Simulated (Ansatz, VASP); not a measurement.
# Au: VASP beside Ansatz

File POSCAR:

```
Au
1.0
    0.0000000000      2.0350000000      2.0350000000
    2.0350000000      0.0000000000      2.0350000000
    2.0350000000      2.0350000000      0.0000000000
Au
1
Direct
    0.0000000000      0.0000000000      0.0000000000
```

File INCAR.step1:

```
SYSTEM = Au
ALGO = Normal
EDIFF = 1E-4
ENCUT = 520
GGA = PE
ISMEAR = -1
LASPH = .TRUE.
LCHARG = .FALSE.
LREAL = .FALSE.
LWAVE = .TRUE.
NBANDS = 12
NELM = 80
PREC = Accurate
SIGMA = 0.05
```

The input INCAR.step2:

```
SYSTEM = Au
ALGO = Normal
EDIFF = 1E-6
ENCUT = 520
ISIF = 2
ISMEAR = -1
ISTART = 1
LASPH = .TRUE.
LCHARG = .FALSE.
LMIXTAU = .TRUE.
LREAL = .FALSE.
LWAVE = .FALSE.
METAGGA = R2SCAN
NBANDS = 12
NELM = 80
PREC = Accurate
SIGMA = 0.05
```

File KPOINTS:

```
k-points
0
G
  11 11 11
  0 0 0
```

Contents of input.yaml:

```yaml
crystal:
  lattice:
    - [0.0, 2.035, 2.035]
    - [2.035, 0.0, 2.035]
    - [2.035, 2.035, 0.0]
  atoms:
    - { symbol: Au, position: [0.0, 0.0, 0.0] }
hamiltonian:
  xc: r2scan
  pseudopotentials: { kind: paw }
kpoints:
  mp_grid: { grid: [11, 11, 11] }
scf:
  occupations: { method: fermi_dirac, width: 0.05 }
output:
  forces: true
  stress: true
  eigenvalues: true
```

Alike in both runs: task single point; functional r2SCAN; k mesh 11 × 11 × 11; occupations fermi-dirac, width 0.05 eV; no spin polarisation.

```csv
,VASP,Ansatz
version,VASP 6.6.1,Ansatz 0.2.0
potentials or method,"VASP PAW PBE potentials, release 64 (Au)",Ansatz PAW
plane-wave cutoff (eV),520,500
valence electrons in the cell,11,19
```

Ansatz gave:

```
gap on the k mesh at the Fermi level (eV) : none
pressure (GPa)                            : 6.8
```

Q: Estimate VASP's values.

A: gap on the k mesh at the Fermi level (eV): none; pressure (GPa): 7.2.

VASP's potentials were made for PBE, not for r2SCAN. A gap of «none» marks a metal or a gap that the smearing closes. VASP's potentials hold 11 valence electrons a cell and Ansatz's 19, so a difference there can come from the potentials and not from the codes.

Spin-orbit coupling is off throughout.
